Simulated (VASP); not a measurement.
# Ta4C3 (Cm) in VASP: single point with r2SCAN

Aim: the single point of Ta4C3 with r2SCAN.

Program: VASP 6.6.1. These are calculated values, not measurements. Logs are shortened: lines on timing, memory, paths and dates and some standing lists are left out, and cuts for length are marked.

### 1 The cell of the first run

It takes space group Cm (No. 8, monoclinic). The conventional cell has a = 5.400 Å, b = 3.118 Å, c = 10.258 Å, α = 90.00°, β = 95.03°, γ = 90.00°. Ta (site symmetry m) has 6 C at 2.26 Å and 10 Ta at 2.68 to 3.23 Å within 3.3 Å. Within 2.0 Å of Ta (site symmetry m) lie 1 C at 1.47 Å. Within 2.9 Å of Ta (site symmetry m) lie 3 C at 2.19 Å. Within 2.9 Å of Ta (site symmetry m) lie 6 C at 2.20 to 2.23 Å. Within 2.9 Å of C (site symmetry m) lie 6 Ta at 2.19 to 2.20 Å. Within 2.0 Å of C (site symmetry m) lie 1 Ta at 1.47 Å. Within 3.2 Å of C (site symmetry m) lie 6 Ta at 2.23 to 2.26 Å and 10 C at 2.73 to 3.15 Å.

### 2 Single point, r2SCAN

File POSCAR:

```
Ta4C3
1.0
   -3.1177991687      0.0000000000      0.0000000000
   -1.5588995843     -2.7000932840      0.0000000000
    0.0000000000      0.9000310947     10.2185930705
Ta C
4 3
Direct
    0.2784287395      0.3734425210      0.1900275630
    0.1529091180      0.6244817640      0.9431452919
   -0.1397362440      0.2097724879      0.6990174637
    0.5679345320      0.7944309361      0.4529928082
    0.2139644660      0.5023710681      0.5768132042
    0.9672754744      0.9957490511      0.0569471534
   -0.0772260909      0.0847521819      0.3239565456
```

File INCAR.step1:

```
SYSTEM = Ta4C3
PREC = Accurate
ENCUT = 520
ISMEAR = 0
SIGMA = 0.15
LREAL = .False.
LASPH = .True.
NELM = 60
NBANDS = 37
GGA = PE
ALGO = Normal
EDIFF = 1E-4
LWAVE = .True.
LCHARG = .False.
```

File INCAR.step2:

```
SYSTEM = Ta4C3
PREC = Accurate
ENCUT = 520
EDIFF = 1E-6
ISMEAR = 0
SIGMA = 0.15
LREAL = .False.
LASPH = .True.
NELM = 60
ALGO = Normal
ISIF = 2
LWAVE = .False.
LCHARG = .False.
METAGGA = R2SCAN
LMIXTAU = .True.
NBANDS = 37
ISTART = 1
```

File KPOINTS:

```
regular mesh
0
Gamma
  14 14 4
  0 0 0
```

Potentials or basis: VASP PAW PBE potentials, release 64 (Ta_pv, C).

Command:

```bash
> cat potpaw_PBE.64/Ta_pv/POTCAR potpaw_PBE.64/C/POTCAR > POTCAR
> cp INCAR.step1 INCAR
> mpirun -np 1 vasp_std > vasp.out
> cp INCAR.step2 INCAR
> mpirun -np 1 vasp_std > vasp.out
```

OUTCAR:

```text
SYSTEM = Ta4C3
   PREC = Accurate
   ENCUT = 520
   EDIFF = 1E-6
   ISMEAR = 0
   LREAL = .False.
   LASPH = .True.
   NELM = 60
   ISIF = 2
   METAGGA = R2SCAN
   ISTART = 1

 ion  position               nearest neighbor table
   1  0.278  0.373  0.190-   6 2.26   6 2.26   6 2.26   7 2.26   7 2.26   7 2.26   2 2.68   4 3.23
                             4 3.23   4 3.23   2 3.47   2 3.47
   2  0.153  0.624  0.943-   6 1.47   6 2.65   6 2.65   1 2.68   3 3.08   3 3.08   3 3.08   1 3.47
                             1 3.47
   3  0.860  0.210  0.699-   5 2.19   5 2.19   5 2.19   2 3.08   2 3.08   2 3.08   4 3.09   4 3.09
                             4 3.09
   4  0.568  0.794  0.453-   5 2.20   5 2.20   5 2.20   7 2.23   7 2.23   7 2.23   3 3.09   3 3.09
                             3 3.09   1 3.23   1 3.23   1 3.23
   5  0.214  0.502  0.577-   3 2.19   3 2.19   3 2.19   4 2.20   4 2.20   4 2.20
   6  0.967  0.996  0.057-   2 1.47   1 2.26   1 2.26   1 2.26   2 2.65   2 2.65
   7  0.923  0.085  0.324-   4 2.23   4 2.23   4 2.23   1 2.26   1 2.26   1 2.26

  LATTYP: Found a base centered monoclinic cell.
 ALAT       =     5.4001865680
 B/A-ratio  =     0.5773502692
 C/A-ratio  =     1.8995923087
 COS(beta)  =    -0.0877381246

  Lattice vectors:

 A1 = (  -1.5588995843,  -2.7000932840,   0.0000000000)
 A2 = (   1.5588995844,  -2.7000932840,   0.0000000000)
 A3 = (   0.0000000000,   0.9000310947,  10.2185930705)

Analysis of symmetry for initial positions (statically):
=====================================================================
 Subroutine PRICEL returns:
 Original cell was already a primitive cell.

 Routine SETGRP: Setting up the symmetry group for a
 base centered monoclinic supercell.

 Subroutine GETGRP returns: Found  2 space group operations
 (whereof  1 operations were pure point group operations)
 out of a pool of  4 trial point group operations.

The static configuration has the point symmetry C_1 .
 The point group associated with its full space group is C_1h.

Analysis of symmetry for dynamics (positions and initial velocities):
=====================================================================
 Subroutine PRICEL returns:
 Original cell was already a primitive cell.

 Routine SETGRP: Setting up the symmetry group for a
 base centered monoclinic supercell.

 Subroutine GETGRP returns: Found  2 space group operations
 (whereof  1 operations were pure point group operations)
 out of a pool of  4 trial point group operations.

The dynamic configuration has the point symmetry C_1 .
[... 115 lines left out ...]
   NFREE  =      0    steps in history (QN), initial steepest desc. (CG)
   ISIF   =      2    stress and relaxation
   ISYM   =      2    0-nonsym 1-usesym 2-fastsym
   POTIM  = 0.5000    time-step for ionic-motion
   TEBEG  =    0.0;   TEEND  =   0.0 temperature during run
   PSTRESS=    0.0 pullay stress
   NELECT =      56.0000    total number of electrons
   NUPDOWN=      -1.0000    fix difference up-down
   EMIN   =  10.00;   EMAX   =-10.00  energy-range for DOS
   EFERMI =   0.00;   METHOD = LEGACY
   ISMEAR =     0;   SIGMA  =   0.15  broadening in eV -4-tet -1-fermi 0-gaus
   EFERMI_NEDOS =   21; number of points for ismear=-14 and -15
   IALGO  =     38    algorithm
   IMIX   =      4    mixing-type and parameters
     AMIX     =   0.40;   BMIX     =  1.00
     AMIX_MAG =   1.60;   BMIX_MAG =  1.00
  volume/ion in A,a.u.               =      12.29        82.93
  Fermi-wavevector in a.u.,A,eV,Ry     =   1.418834  2.681207 27.389741  2.013089
  Thomas-Fermi vector in A             =   2.539918
   LORBIT       =      0    0 simple, 1 ext, 2 COOP (PROOUT), +10 PAW based schemes
   METAGGA = R2SCAN    functional components
   LHFCALC =     F    Hartree Fock is set to
   AEXX    =    0.0000 exact exchange contribution
   IVDW    =     0    specifies the selected vdW correction
   LEPSILON=     F    determine dielectric tensor
   LRPA    =     F    only Hartree local field effects (RPA)
 non-spin polarized calculation
 Gauss-broadening in eV      SIGMA  =   0.15
  energy-cutoff  :      520.00
  volume of cell :       86.02
 maximum number of plane-waves:      2336
   NGX = 11   NGY = 11   NGZ = 37

 number of electron      56.0000001 magnetization

 Free energy of the ion-electron system (eV)
  ---------------------------------------------------
  ext. energy  EPLUGINS =         0.00000000
  ---------------------------------------------------
  free energy    TOTEN  =      -220.17593621 eV

  energy without entropy =     -220.15424366  energy(sigma->0) =     -220.16508993

 E-fermi :   7.2425     XC(G=0): -13.9236

 val. band max:        7.2407226461   @ k =   0.5000   0.0000   0.0000
 cond. band min:       7.2538391880   @ k =  -0.2143   0.2143   0.5000
 fundamental gap:      0.0131165419
 Fermi energy:         7.2425046862

 k-point     1 :       0.0000    0.0000    0.0000
  band No.  band energies     occupation
      1     -29.6922      2.00000
      2     -29.3836      2.00000
      3     -28.9626      2.00000
      4     -28.9619      2.00000
      5     -28.8760      2.00000
      6     -28.5521      2.00000
[... 949 lines left out ...]
     36      11.2806      0.00000
     37      11.4313      0.00000

 [... further k-points ...]

------------------------ aborting loop because EDIFF is reached ----------------------------------------

  FORCE on cell =-STRESS in cart. coord.  units (eV):
  Direction    XX          YY          ZZ          XY          YZ          ZX
  --------------------------------------------------------------------------------------
  -------------------------------------------------------------------------------------
  Total        0.7343383     19.1028366     36.8802283     -0.0000000    -22.0572846      0.0000000
  in kB       13.6769344    355.7872928    686.8883855     -0.0000000   -410.8134174      0.0000000
  external PRESSURE =     352.1175376 kB  Pullay stress =       0.0000000 kB

 VOLUME and BASIS-vectors are now :
 -----------------------------------------------------------------------------
  energy-cutoff  :      520.00
  volume of cell :       86.02
      direct lattice vectors                 reciprocal lattice vectors
    -3.117799169  0.000000000  0.000000000    -0.320739068  0.185178787 -0.016310138
    -1.558899584 -2.700093284  0.000000000     0.000000000 -0.370357575  0.032620277
     0.000000000  0.900031095 10.218593071     0.000000000  0.000000000  0.097860830

 POSITION                                       TOTAL-FORCE (eV/Angst)
 -----------------------------------------------------------------------------------
     -1.45024     -0.83730      1.94181        -0.000000      0.741758      3.463001
     -1.45024     -0.83730      9.63762        -0.000000     20.787989    -29.049755
     -3.00914      0.06273      7.14298         0.000000     -0.096570     -0.061205
     -3.00914     -1.73733      4.62895         0.000000     -0.059133     -0.303015
     -1.45024     -0.83730      5.89422        -0.000000      0.093731      0.280154
     -4.56804     -2.63736      0.58192         0.000000    -21.740212     25.926958
     -3.00914      0.06273      3.31038        -0.000000      0.272437     -0.256137
 -----------------------------------------------------------------------------------
    total drift:                                0.000009     -0.000140      0.000357

  FREE ENERGIE OF THE ION-ELECTRON SYSTEM (eV)
  ---------------------------------------------------
  free  energy   TOTEN  =      -220.1759362056 eV

  energy  without entropy=     -220.1542436606  energy(sigma->0) =     -220.16508993
```

OUTCAR.step1:

```text
SYSTEM = Ta4C3
   PREC = Accurate
   ENCUT = 520
   ISMEAR = 0
   LREAL = .False.
   LASPH = .True.
[... 1209 lines left out ...]
     -1.45024     -0.83730      5.89422        -0.000000      0.082087      0.407467
     -4.56804     -2.63736      0.58192         0.000000    -21.913480     26.269450
     -3.00914      0.06273      3.31038        -0.000000      0.260491     -0.366323
 -----------------------------------------------------------------------------------
    total drift:                               -0.000017      0.003066      0.001656

  FREE ENERGIE OF THE ION-ELECTRON SYSTEM (eV)
  ---------------------------------------------------
  free  energy   TOTEN  =       -70.3187957563 eV

  energy  without entropy=      -70.2917243714  energy(sigma->0) =      -70.30526006
```

Wall time 1.7 h (1 thread of Oxide Virtual Turin-like, shared host); peak memory 0.57 GiB.

Results:

- Free energy: -220.1759 eV
- Pressure: 35.2 GPa
- Largest force: 35.722 eV/Å
- Band gap on the k mesh: zero (bands 28 and 29 overlap by 0.48 eV)

Forces in eV/Å, atoms in the order of the input:
```
Ta    0.000   0.742   3.463
Ta    0.000  20.788 -29.050
Ta    0.000  -0.097  -0.061
Ta    0.000  -0.059  -0.303
C     0.000   0.094   0.280
C     0.000 -21.740  25.927
C     0.000   0.272  -0.256
```

Levels at points of the mesh, in eV from the Fermi level:
```
           k point  band 25  band 26  band 27  band 28  band 29  band 30  band 31  band 32
(0.00, 0.00, 0.00)    -2.36    -1.64    -0.41    -0.35     0.10     0.75     1.06     1.08
(0.50, 0.00, 0.00)    -2.77    -1.61    -0.94     0.00     1.63     1.84     2.55     3.43
(0.00, 0.50, 0.00)    -2.65    -2.28    -1.56    -0.38     1.59     2.51     2.82     3.48
(0.00, 0.00, 0.50)    -2.44    -1.58    -0.40    -0.38     0.55     0.77     0.96     1.31
(0.50, 0.00, 0.50)    -2.73    -1.69    -0.61    -0.27     1.33     2.33     2.69     3.41
(0.00, 0.50, 0.50)    -2.59    -2.50    -1.48    -0.01     1.59     2.33     2.52     3.71
```

Caveat: atoms lie so close that the PAW spheres overlap strongly, which falsifies energies and pressures; the cell stands under pressure; the PAW data sets were made with another functional, which shifts forces and pressure a little; spin-orbit coupling is left out, which moves the levels of the heavy elements.
